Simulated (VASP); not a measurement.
# Bi (P2_1/m) in VASP: single point with r2SCAN

Aim: the single point of Bi with r2SCAN.

Everything below comes from runs of VASP 6.6.1. Logs are shortened: lines on timing, memory, paths and dates and some standing lists are left out, and cuts for length are marked.

## 1. The cell of the first run

It takes space group P2_1/m (No. 11, monoclinic). Conventional cell: a = 4.658 Å, b = 4.526 Å, c = 6.521 Å, α = 90.00°, β = 93.04°, γ = 90.00°. Within 4.3 Å of Bi (site symmetry m) lie 6 Bi at 3.24 to 3.26 Å. Bi (site symmetry m) has 6 Bi at 3.24 to 3.26 Å within 4.3 Å.

## 2. Single point, r2SCAN

Contents of POSCAR:

```
Bi
1.0
    4.6584121839      0.0000000000      0.0000000000
    0.0000000000      4.5263885800      0.0000000000
   -0.3459734563      0.0000000000      6.5119480672
Bi
4
Direct
    0.7501123100      0.7500000000      0.7511196700
    0.2498876900      0.2500000000      0.2488803300
    0.7486250800      0.7500000000      0.2512666200
    0.2513749200      0.2500000000      0.7487333800
```

Contents of INCAR.step1:

```
PREC = Accurate
ENCUT = 550
ISMEAR = 0
SIGMA = 0.1
LREAL = False
LASPH = True
NELM = 120
NBANDS = 38
GGA = PE
ALGO = Normal
EDIFF = 1E-5
LWAVE = True
LCHARG = False
GGA_COMPAT = False
```

Contents of INCAR.step2:

```
PREC = Accurate
ENCUT = 550
EDIFF = 1E-6
ISMEAR = 0
SIGMA = 0.1
LREAL = False
LASPH = True
NELM = 120
ALGO = Normal
ISIF = 2
LWAVE = False
LCHARG = False
METAGGA = R2SCAN
LMIXTAU = True
NBANDS = 38
ISTART = 1
GGA_COMPAT = False
```

Contents of KPOINTS:

```
Automatic mesh
0
Gamma
  4 4 4
```

Potentials or basis: VASP PAW PBE potentials, release 64 (Bi_d).

Started as:

```bash
$ cat potpaw_PBE.64/Bi_d/POTCAR > POTCAR
$ cp INCAR.step1 INCAR
$ mpirun -np 1 vasp_std > vasp.out
$ cp INCAR.step2 INCAR
$ mpirun -np 1 vasp_std > vasp.out
```

OUTCAR:

```text
PREC = Accurate
   ENCUT = 550
   EDIFF = 1E-6
   ISMEAR = 0
   LREAL = False
   LASPH = True
   NELM = 120
   ISIF = 2
   METAGGA = R2SCAN
   ISTART = 1

 ion  position               nearest neighbor table
   1  0.750  0.750  0.751-   4 3.24   4 3.24   4 3.25   4 3.25   3 3.26   3 3.26
   2  0.250  0.250  0.249-   3 3.24   3 3.24   3 3.25   3 3.25   4 3.26   4 3.26
   3  0.749  0.750  0.251-   2 3.24   2 3.24   2 3.25   2 3.25   1 3.26   1 3.26
   4  0.251  0.250  0.749-   1 3.24   1 3.24   1 3.25   1 3.25   2 3.26   2 3.26

  LATTYP: Found a simple monoclinic cell.
 ALAT       =     4.6584121839
 B/A-ratio  =     0.9716590978
 C/A-ratio  =     1.3998615729
 COS(beta)  =    -0.0530542006

  Lattice vectors:

 A1 = (   4.6584121839,   0.0000000000,   0.0000000000)
 A2 = (   0.0000000000,   4.5263885800,   0.0000000000)
 A3 = (  -0.3459734563,   0.0000000000,   6.5119480672)

Analysis of symmetry for initial positions (statically):
=====================================================================
 Subroutine PRICEL returns:
 Original cell was already a primitive cell.

 Routine SETGRP: Setting up the symmetry group for a
 simple monoclinic supercell.

 Subroutine GETGRP returns: Found  4 space group operations
 (whereof  2 operations were pure point group operations)
 out of a pool of  4 trial point group operations.

The static configuration has the point symmetry S_2 .
 The point group associated with its full space group is C_2h.

Analysis of symmetry for dynamics (positions and initial velocities):
=====================================================================
 Subroutine PRICEL returns:
 Original cell was already a primitive cell.

 Routine SETGRP: Setting up the symmetry group for a
 simple monoclinic supercell.

 Subroutine GETGRP returns: Found  4 space group operations
 (whereof  2 operations were pure point group operations)
 out of a pool of  4 trial point group operations.

The dynamic configuration has the point symmetry S_2 .
 The point group associated with its full space group is C_2h.

 Subroutine INISYM returns: Found  4 space group operations
 (whereof  2 operations are pure point group operations),
 and found     1 'primitive' translations

----------------------------------------------------------------------------------------

                                     Primitive cell

  volume of cell :     137.3095

  direct lattice vectors                    reciprocal lattice vectors
     4.658412184  0.000000000  0.000000000     0.214665418  0.000000000  0.011404965
     0.000000000  4.526388580  0.000000000     0.000000000  0.220926680  0.000000000
    -0.345973456  0.000000000  6.511948067     0.000000000  0.000000000  0.153563878

  length of vectors
     4.658412184  4.526388580  6.521132207     0.214968172  0.220926680  0.153563878

  position of ions in fractional coordinates (direct lattice)
     0.750112310  0.750000000  0.751119670
     0.249887690  0.250000000  0.248880330
     0.748625080  0.750000000  0.251266620
     0.251374920  0.250000000  0.748733380

  ion indices of the primitive-cell ions
   primitive index   ion index
                 1           1
                 2           2
                 3           3
                 4           4

----------------------------------------------------------------------------------------

 KPOINTS: Automatic mesh

Automatic generation of k-mesh.
 Grid dimensions read from file:
 generate k-points for:    4    4    4

 Generating k-lattice:

  Cartesian coordinates                     Fractional coordinates (reciprocal lattice)
     0.053666355  0.000000000  0.002851241     0.250000000  0.000000000  0.000000000
     0.000000000  0.055231670  0.000000000     0.000000000  0.250000000  0.000000000
     0.000000000  0.000000000  0.038390970     0.000000000  0.000000000  0.250000000

  Length of vectors
     0.053742043  0.055231670  0.038390970

  Shift w.r.t. Gamma in fractional coordinates (k-lattice)
     0.000000000  0.000000000  0.000000000

 Subroutine IBZKPT returns following result:
 ===========================================

 Found     30 irreducible k-points:

 Following reciprocal coordinates:
            Coordinates               Weight
  0.000000  0.000000  0.000000      1.000000
  0.250000  0.000000 -0.000000      2.000000
  0.500000  0.000000 -0.000000      1.000000
  0.000000  0.250000  0.000000      2.000000
  0.250000  0.250000 -0.000000      4.000000
  0.500000  0.250000 -0.000000      2.000000
[... 16 lines left out ...]
  0.250000  0.000000  0.500000      2.000000
  0.500000  0.000000  0.500000      1.000000
 [... further k-points ...]
   k-points           NKPTS =     30   k-points in BZ     NKDIM =     30   number of bands    NBANDS=     38
   number of dos      NEDOS =    301   number of ions     NIONS =      4
   total plane-waves  NPLWV =  64800
   dimension x,y,z NGX =    36 NGY =   36 NGZ =   50
   dimension x,y,z NGXF=    72 NGYF=   72 NGZF=  100
   ions per type =               4
   NGX,Y,Z   is equivalent  to a cutoff of  12.85, 13.22, 12.75 a.u.
   NGXF,Y,Z  is equivalent  to a cutoff of  25.69, 26.44, 25.49 a.u.
 SYSTEM =  unknown system
   PREC   = accura    normal or accurate (medium, high low for compatibility)
   ISTART =      1    job   : 0-new  1-cont  2-samecut
   ICHARG =      0    charge: 1-file 2-atom 10-const
   ISPIN  =      1    spin polarized calculation?
   LNONCOLLINEAR =      F non collinear calculations
   LSORBIT =      F    spin-orbit coupling
   LASPH  =      T    aspherical Exc in radial PAW
   ENCUT  =  550.0 eV  40.42 Ry    6.36 a.u.   8.91  8.66 12.47*2*pi/ulx,y,z
   NELM   =    120;   NELMIN=  2; NELMDL=  0     # of ELM steps
   EDIFF  = 0.1E-05   stopping-criterion for ELM
   LREAL  =      F    real-space projection
   EDIFFG = 0.1E-04   stopping-criterion for IOM
   NSW    =      0    number of steps for IOM
   IBRION =     -1    ionic relax: 0-MD 1-quasi-New 2-CG
   NFREE  =      0    steps in history (QN), initial steepest desc. (CG)
   ISIF   =      2    stress and relaxation
   ISYM   =      2    0-nonsym 1-usesym 2-fastsym
   POTIM  = 0.5000    time-step for ionic-motion
   TEBEG  =    0.0;   TEEND  =   0.0 temperature during run
   PSTRESS=    0.0 pullay stress
   NELECT =      60.0000    total number of electrons
   NUPDOWN=      -1.0000    fix difference up-down
   EMIN   =  10.00;   EMAX   =-10.00  energy-range for DOS
   EFERMI =   0.00;   METHOD = LEGACY
   ISMEAR =     0;   SIGMA  =   0.10  broadening in eV -4-tet -1-fermi 0-gaus
   EFERMI_NEDOS =   21; number of points for ismear=-14 and -15
   IALGO  =     38    algorithm
   IMIX   =      4    mixing-type and parameters
     AMIX     =   0.40;   BMIX     =  1.00
     AMIX_MAG =   1.60;   BMIX_MAG =  1.00
  volume/ion in A,a.u.               =      34.33       231.65
  Fermi-wavevector in a.u.,A,eV,Ry     =   1.242296  2.347599 20.997856  1.543299
  Thomas-Fermi vector in A             =   2.376656
   LORBIT       =      0    0 simple, 1 ext, 2 COOP (PROOUT), +10 PAW based schemes
   METAGGA = R2SCAN    functional components
   LHFCALC =     F    Hartree Fock is set to
   AEXX    =    0.0000 exact exchange contribution
   IVDW    =     0    specifies the selected vdW correction
   LEPSILON=     F    determine dielectric tensor
   LRPA    =     F    only Hartree local field effects (RPA)
 non-spin polarized calculation
 Gauss-broadening in eV      SIGMA  =   0.10
  energy-cutoff  :      550.00
  volume of cell :      137.31
 maximum number of plane-waves:      4044
   NGX = 17   NGY = 17   NGZ = 25

 number of electron      59.9999995 magnetization

 Free energy of the ion-electron system (eV)
  ---------------------------------------------------
  ext. energy  EPLUGINS =         0.00000000
  ---------------------------------------------------
  free energy    TOTEN  =      -233.69323428 eV

  energy without entropy =     -233.67973405  energy(sigma->0) =     -233.68648417

 E-fermi :   6.4380     XC(G=0): -10.3970

 val. band max:        6.3844869517   @ k =   0.2500   0.5000   0.5000
 cond. band min:       6.4658074397   @ k =   0.5000   0.0000   0.5000
 fundamental gap:      0.0813204880
 Fermi energy:         6.4380398727

 k-point     1 :       0.0000    0.0000    0.0000
  band No.  band energies     occupation
      1     -17.1849      2.00000
      2     -17.1783      2.00000
      3     -17.1708      2.00000
      4     -17.0360      2.00000
      5     -17.0281      2.00000
      6     -17.0232      2.00000
[... 30 lines left out ...]
     37      11.9414      0.00000
     38      12.4990      0.00000

 k-point     2 :       0.2500    0.0000   -0.0000
  band No.  band energies     occupation
      1     -17.1537      2.00000
      2     -17.1175      2.00000
      3     -17.1044      2.00000
      4     -17.0443      2.00000
      5     -17.0095      2.00000
      6     -17.0020      2.00000
[... 30 lines left out ...]
     37      11.7882      0.00000
     38      12.8580      0.00000

 k-point     3 :       0.5000    0.0000   -0.0000
  band No.  band energies     occupation
      1     -17.0984      2.00000
      2     -17.0956      2.00000
      3     -16.9728      2.00000
      4     -16.9713      2.00000
      5     -16.9678      2.00000
      6     -16.9649      2.00000
[... 30 lines left out ...]
     37      12.7555      0.00000
     38      12.7695      0.00000

 k-point     4 :       0.0000    0.2500    0.0000
  band No.  band energies     occupation
      1     -17.1534      2.00000
      2     -17.1181      2.00000
      3     -17.1050      2.00000
      4     -17.0437      2.00000
      5     -17.0082      2.00000
      6     -17.0029      2.00000
[... 30 lines left out ...]
     37      11.7198      0.00000
     38      12.5341      0.00000
[... 703 lines left out ...]
      4     -17.0347      2.00000
      5     -17.0288      2.00000
      6     -17.0287      2.00000
[... 30 lines left out ...]
     37      10.7279      0.00000
     38      10.7352      0.00000

 k-point    23 :       0.2500    0.0000    0.5000
  band No.  band energies     occupation
      1     -17.1110      2.00000
      2     -17.1108      2.00000
      3     -17.0084      2.00000
      4     -17.0067      2.00000
      5     -16.9964      2.00000
      6     -16.9961      2.00000
[... 30 lines left out ...]
     37      11.6449      0.00000
     38      11.9725      0.00000

 k-point    24 :       0.5000    0.0000    0.5000
  band No.  band energies     occupation
      1     -16.9479      2.00000
      2     -16.9478      2.00000
      3     -16.9465      2.00000
      4     -16.9459      2.00000
      5     -16.9424      2.00000
      6     -16.9419      2.00000
[... 30 lines left out ...]
     37      15.1442      0.00000
     38      15.1489      0.00000

 [... further k-points ...]
[... 5 lines left out ...]
  --------------------------------------------------------------------------------------
  -------------------------------------------------------------------------------------
  Total       -0.4797465      0.4073370     -0.3167755      0.0000000      0.0000000     -0.0148435
  in kB       -5.5978556      4.7529552     -3.6962508      0.0000000      0.0000000     -0.1731996
  external PRESSURE =      -1.5137171 kB  Pullay stress =       0.0000000 kB

 VOLUME and BASIS-vectors are now :
 -----------------------------------------------------------------------------
  energy-cutoff  :      550.00
  volume of cell :      137.31
      direct lattice vectors                 reciprocal lattice vectors
     4.658412184  0.000000000  0.000000000     0.214665418  0.000000000  0.011404965
     0.000000000  4.526388580  0.000000000     0.000000000  0.220926680  0.000000000
    -0.345973456  0.000000000  6.511948067     0.000000000  0.000000000  0.153563878

 POSITION                                       TOTAL-FORCE (eV/Angst)
 -----------------------------------------------------------------------------------
      3.23446      3.39479      4.89125        -0.003306      0.000000     -0.000474
      1.07797      1.13160      1.62070         0.003306     -0.000000      0.000474
      3.40047      3.39479      1.63624        -0.007941      0.000000      0.015769
      0.91197      1.13160      4.87571         0.007941      0.000000     -0.015769
 -----------------------------------------------------------------------------------
    total drift:                                0.000000      0.000000      0.000000

  FREE ENERGIE OF THE ION-ELECTRON SYSTEM (eV)
  ---------------------------------------------------
  free  energy   TOTEN  =      -233.6932342804 eV

  energy  without entropy=     -233.6797340520  energy(sigma->0) =     -233.68648417
```

Run time: 8.1 min. Hardware: 1 thread of Oxide Virtual Turin-like, shared host; peak memory 0.28 GiB.

Results:

```yaml
Free_energy: -233.6932 eV
Pressure: -0.2 GPa
Largest_force: 0.018 eV/Å
Band_gap_on_the_k_mesh: zero (bands 30 and 31 overlap by 0.35 eV)
```

Forces on the atoms (eV/Å):
```
Bi  -0.003  0.000  0.000
Bi   0.003  0.000  0.000
Bi  -0.008  0.000  0.016
Bi   0.008  0.000 -0.016
```

Caveat: the PAW data sets were made with another functional, which shifts forces and pressure a little; spin-orbit coupling is left out, which moves the levels of the heavy elements.

The gap in the log of VASP goes by the Fermi energy; the results here count the filled bands.